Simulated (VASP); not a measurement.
CoO, 2 atoms in the cell. The structure is tetragonal, space group I4/mmm (No. 139). The conventional cell has a = 3.016 Å, b = 3.016 Å, c = 4.215 Å, α = 90.00°, β = 90.00°, γ = 90.00°. Co (site symmetry 4/mmm) has 6 O at 2.11 to 2.13 Å within 2.8 Å. Within 2.8 Å of O (site symmetry 4/mmm) lie 6 Co at 2.11 to 2.13 Å. 

- Program: VASP 6.6.1
- Task: single point
- Functional: PBE
- Potentials or basis: VASP PAW PBE potentials, release 64 (Co_sv, O)
- Cutoff: 600 eV
- k mesh: 10 × 10 × 10
- Occupations: fermi-dirac, width 0.05 eV
- Spin: collinear spin, ferromagnetic start
- Starting moments: [1.5, 0.0] μB
- Fixed moment: 1.5 μB
- Dipole correction: no
- Further INCAR settings: ALGO = Normal; EDIFF = 1e-06; NBANDS = 22

Potentials or basis: VASP PAW PBE potentials, release 64 (Co_sv, O).

Command:

```sh
$ cat potpaw_PBE.64/Co_sv/POTCAR potpaw_PBE.64/O/POTCAR > POTCAR
$ mpirun -np 1 vasp_std > vasp.out
```

Hardware: 1 thread of AMD EPYC 9R45 96-Core Processor (Zen 5), with other jobs on the host.

Q: Estimate the wall time of this run.

A: It took 60 s on 1 thread of AMD EPYC 9R45 96-Core Processor (Zen 5) (shared host), peak memory 0.17 GiB. Counts: scf iterations 15, k points 102.
